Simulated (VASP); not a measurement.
Wanted: the native input for a VASP 6.6.1 run.

| Property | Result |
| --- | --- |
| Task | single point |
| Functional | LDA |
| Potentials or basis | VASP PAW LDA potentials, release 64 (Au) |
| Cutoff | 520 eV |
| k mesh | 10 × 10 × 6 |
| Occupations | fermi-dirac, width 0.05 eV |
| Spin | no spin polarisation |
| Dipole correction | no |
| Further INCAR settings | ALGO = Fast; EDIFF = 1e-06; NBANDS = 18 |

The structure of Au lies in POSCAR:

```
Au
1.0
    2.8341352242      0.0000000000      0.0000000000
   -0.0130411464      2.8388568190      0.0000000000
   -1.1454275711     -1.1932615928      4.9566243481
Au
2
Direct
    0.6728620000      0.6659620000      0.2740550000
    0.3271380000      0.3340380000      0.7259450000
```

This cell differs from its parent crystal: volume scaled by 1.02.

These files were run (other wordings do the same):

INCAR

```
SYSTEM = Au
PREC = Accurate ; ENCUT = 520
EDIFF = 1E-6 ; ISMEAR = -1
SIGMA = 0.05 ; LREAL = .FALSE.
LASPH = .TRUE. ; NELM = 80
ALGO = Fast ; ISIF = 2
LWAVE = .FALSE. ; LCHARG = .FALSE.
GGA = CA ; NBANDS = 18
```

KPOINTS

```
regular mesh
0
G
  10 10 6
  0 0 0
```

Potentials or basis: VASP PAW LDA potentials, release 64 (Au).

Command:

```console
$ cat potpaw_LDA.64/Au/POTCAR > POTCAR
$ mpirun -np 1 vasp_std > vasp.out
```

Results of the run:

| Quantity | Value |
| --- | --- |
| Pressure | -13.2 GPa |
| Largest force | 0.175 eV/Å |
| Band gap on the k mesh | zero (band 11 reaches 10.03 eV, above the bottom of band 12 at 5.07 eV) |

Caveat: spin-orbit coupling is left out, which moves the levels of the heavy elements.

It took 100 s on 1 thread of Intel(R) Xeon(R) Platinum 8375C CPU @ 2.90GHz (Ice Lake) (shared host), peak memory 0.28 GiB.
